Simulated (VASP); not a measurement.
# Ru (P6_3/mmc) in VASP: notebook, part 2 of 2

VASP 6.6.1. Earlier steps stand in the parts before.

### Step 4. Single point, PBE (volume scaled by 1.03)

INCAR reads:

```
  PREC = Accurate
  ENCUT = 520
  EDIFF = 1E-7
  ISMEAR = -1
  SIGMA = 0.03
  LREAL = F
  LASPH = T
  NELM = 60
  ALGO = Normal
  ISIF = 2
  LWAVE = F
  LCHARG = T
  GGA = PE
  LELF = T
  LVHAR = T
  NBANDS = 21
```

KPOINTS reads:

```
regular mesh
0
Gamma
  14 14 8
```

POSCAR reads:

```
Ru
1.0
    2.7325911690      0.0000000000      0.0000000000
   -1.3662955845      2.3664933706      0.0000000000
    0.0000000000      0.0000000000      4.3242978068
Ru
2
Direct
    0.3333333333      0.6666666667      0.2500000000
    0.6666666667      0.3333333333      0.7500000000
```

Potentials or basis: VASP PAW PBE potentials, release 64 (Ru_pv).

On the command line:

```bash
> cat potpaw_PBE.64/Ru_pv/POTCAR > POTCAR
> mpirun -np 1 vasp_std > vasp.out
```

OUTCAR:

```text
PREC = Accurate
   ENCUT = 520
   EDIFF = 1E-7
   ISMEAR = -1
   LREAL = F
   LASPH = T
   NELM = 60
   ISIF = 2
   GGA = PE

 ion  position               nearest neighbor table
   1  0.333  0.667  0.250-   2 2.68   2 2.68   2 2.68   2 2.68   2 2.68   2 2.68
   2  0.667  0.333  0.750-   1 2.68   1 2.68   1 2.68   1 2.68   1 2.68   1 2.68

  LATTYP: Found a hexagonal cell.
 ALAT       =     2.7325911690
 C/A-ratio  =     1.5824898565

  Lattice vectors:

 A1 = (   2.7325911690,   0.0000000000,   0.0000000000)
 A2 = (  -1.3662955845,   2.3664933706,   0.0000000000)
 A3 = (   0.0000000000,   0.0000000000,   4.3242978068)

Analysis of symmetry for initial positions (statically):
=====================================================================
 Subroutine PRICEL returns:
 Original cell was already a primitive cell.

 Routine SETGRP: Setting up the symmetry group for a
 hexagonal supercell.

 Subroutine GETGRP returns: Found 24 space group operations
 (whereof 12 operations were pure point group operations)
 out of a pool of 24 trial point group operations.

The static configuration has the point symmetry D_3d.
 The point group associated with its full space group is D_6h.

Analysis of symmetry for dynamics (positions and initial velocities):
=====================================================================
 Subroutine PRICEL returns:
 Original cell was already a primitive cell.

 Routine SETGRP: Setting up the symmetry group for a
 hexagonal supercell.

 Subroutine GETGRP returns: Found 24 space group operations
 (whereof 12 operations were pure point group operations)
 out of a pool of 24 trial point group operations.

The dynamic configuration has the point symmetry D_3d.
 The point group associated with its full space group is D_6h.

 Subroutine INISYM returns: Found 24 space group operations
 (whereof 12 operations are pure point group operations),
 and found     1 'primitive' translations
[... 108 lines left out ...]
   EMIN   =  10.00;   EMAX   =-10.00  energy-range for DOS
   EFERMI =   0.00;   METHOD = LEGACY
   ISMEAR =    -1;   SIGMA  =   0.03  broadening in eV -4-tet -1-fermi 0-gaus
   EFERMI_NEDOS =   21; number of points for ismear=-14 and -15
   IALGO  =     38    algorithm
   IMIX   =      4    mixing-type and parameters
     AMIX     =   0.40;   BMIX     =  1.00
     AMIX_MAG =   1.60;   BMIX_MAG =  1.00
  volume/ion in A,a.u.               =      13.98        94.35
  Fermi-wavevector in a.u.,A,eV,Ry     =   1.637806  3.095004 36.496361  2.682407
  Thomas-Fermi vector in A             =   2.728884
   LORBIT       =      0    0 simple, 1 ext, 2 COOP (PROOUT), +10 PAW based schemes
   GGA     = PE    functional components
   LHFCALC =     F    Hartree Fock is set to
   AEXX    =    0.0000 exact exchange contribution
   IVDW    =     0    specifies the selected vdW correction
   LEPSILON=     F    determine dielectric tensor
   LRPA    =     F    only Hartree local field effects (RPA)
 non-spin polarized calculation
  energy-cutoff  :      520.00
  volume of cell :       27.96
 maximum number of plane-waves:       772
   NGX = 11   NGY = 11   NGZ = 17

 number of electron      28.0000014 magnetization

 Free energy of the ion-electron system (eV)
  ---------------------------------------------------
  ext. energy  EPLUGINS =         0.00000000
  ---------------------------------------------------
  free energy    TOTEN  =       -18.45927280 eV

  energy without entropy =      -18.45228462  energy(sigma->0) =      -18.45577871

 E-fermi :  12.2953     XC(G=0): -13.9381

 val. band max:       12.2901726729   @ k =   0.0000   0.0000   0.3750
 cond. band min:      12.3054861072   @ k =   0.2857   0.1429   0.0000
 fundamental gap:      0.0153134344
 Fermi energy:        12.2952522484

 k-point     1 :       0.0000    0.0000    0.0000
  band No.  band energies     occupation
      1     -31.2342      2.00000
      2     -30.3816      2.00000
      3     -30.3816      2.00000
      4     -30.2264      2.00000
      5     -30.2264      2.00000
      6     -30.1971      2.00000
[... 565 lines left out ...]
     20      22.7646      0.00000
     21      22.7647      0.00000

 [... further k-points ...]

------------------------ aborting loop because EDIFF is reached ----------------------------------------

  FORCE on cell =-STRESS in cart. coord.  units (eV):
  Direction    XX          YY          ZZ          XY          YZ          ZX
  --------------------------------------------------------------------------------------
  -------------------------------------------------------------------------------------
  Total       -0.7112237     -0.7112237     -1.0705228      0.0000000     -0.0000000      0.0000000
  in kB      -40.7494033    -40.7494033    -61.3353641      0.0000000     -0.0000000      0.0000000
  external PRESSURE =     -47.6113902 kB  Pullay stress =       0.0000000 kB

 VOLUME and BASIS-vectors are now :
 -----------------------------------------------------------------------------
  energy-cutoff  :      520.00
  volume of cell :       27.96
      direct lattice vectors                 reciprocal lattice vectors
     2.732591169  0.000000000  0.000000000     0.365953023  0.211283077  0.000000000
    -1.366295584  2.366493371  0.000000000     0.000000000  0.422566153  0.000000000
     0.000000000  0.000000000  4.324297807     0.000000000  0.000000000  0.231251418

 POSITION                                       TOTAL-FORCE (eV/Angst)
 -----------------------------------------------------------------------------------
     -0.00000      1.57766      1.08107         0.000000     -0.000000      0.000000
      1.36630      0.78883      3.24322        -0.000000      0.000000      0.000000
 -----------------------------------------------------------------------------------
    total drift:                               -0.000000      0.000000     -0.000000

  FREE ENERGIE OF THE ION-ELECTRON SYSTEM (eV)
  ---------------------------------------------------
  free  energy   TOTEN  =       -18.4592728020 eV

  energy  without entropy=      -18.4522846158  energy(sigma->0) =      -18.45577871
```

OSZICAR:

```text
N       E                     dE             d eps       ncg     rms          rms(c)
DAV:   1     0.289745286262E+03    0.28975E+03   -0.17597E+04  5064   0.148E+03
DAV:   2    -0.139591572498E+02   -0.30370E+03   -0.29435E+03  5155   0.444E+02
DAV:   3    -0.197928669741E+02   -0.58337E+01   -0.58007E+01  5925   0.690E+01
DAV:   4    -0.198372354425E+02   -0.44368E-01   -0.44323E-01  6406   0.572E+00
DAV:   5    -0.198377306343E+02   -0.49519E-03   -0.49154E-03  5775   0.525E-01    0.165E+01
DAV:   6    -0.185363739736E+02    0.13014E+01   -0.30042E+00  5780   0.169E+01    0.415E+00
DAV:   7    -0.184668027671E+02    0.69571E-01   -0.39078E-01  5775   0.457E+00    0.967E-01
DAV:   8    -0.184598374690E+02    0.69653E-02   -0.14865E-02  5667   0.101E+00    0.358E-01
DAV:   9    -0.184592647208E+02    0.57275E-03   -0.96084E-04  5733   0.329E-01    0.332E-02
DAV:  10    -0.184592761227E+02   -0.11402E-04   -0.56615E-05  5715   0.776E-02    0.185E-02
DAV:  11    -0.184592728478E+02    0.32749E-05   -0.84185E-06  5710   0.272E-02    0.951E-04
DAV:  12    -0.184592728020E+02    0.45742E-07   -0.70865E-08  3811   0.255E-03
   1 F= -.18459273E+02 E0= -.18455779E+02  d E =-.698819E-02
```

stdout:

```text
POSCAR found type information on POSCAR Ru
 POSCAR found :  1 types and       2 ions
 scaLAPACK will be used
 LDA part: xc-table for (Slater+PW92), standard interpolation
 POSCAR, INCAR and KPOINTS ok, starting setup
 FFT: planning ... GRIDC
 FFT: planning ... GRID_SOFT
 FFT: planning ... GRID
 WAVECAR not read
 entering main loop
```

It took 33 s on 1 thread of AMD EPYC 9R45 (Zen 5), shared host; peak memory 0.14 GiB.

What came out:

```yaml
Free_energy: -18.4593 eV
Pressure: -4.8 GPa
Band_gap_on_the_k_mesh: zero (band 14 reaches 13.85 eV, above the bottom of band 15 at 10.87 eV)
```

### Step 5. Summary

| cell | gap on the mesh (eV) | pressure (GPa) |
| --- | --- | --- |
| a = 2.715, b = 2.715, c = 4.296 Å, angles 90.0, 90.0, 120.0°, 2 atoms | none | 1.2 |
| a = 2.724, b = 2.724, c = 4.310 Å, angles 90.0, 90.0, 120.0°, 2 atoms | none | -1.9 |
| a = 2.733, b = 2.733, c = 4.324 Å, angles 90.0, 90.0, 120.0°, 2 atoms | none | -4.8 |

Alike in all rows: task single point; level PBE; potentials or basis VASP PAW PBE potentials, release 64 (Ru_pv); no spin polarisation; k mesh 14 × 14 × 8; cutoff (eV) 520; smearing fermi-dirac 0.03 eV.

Total energies depend on the potentials used, so only differences within one code and one set of settings carry meaning.
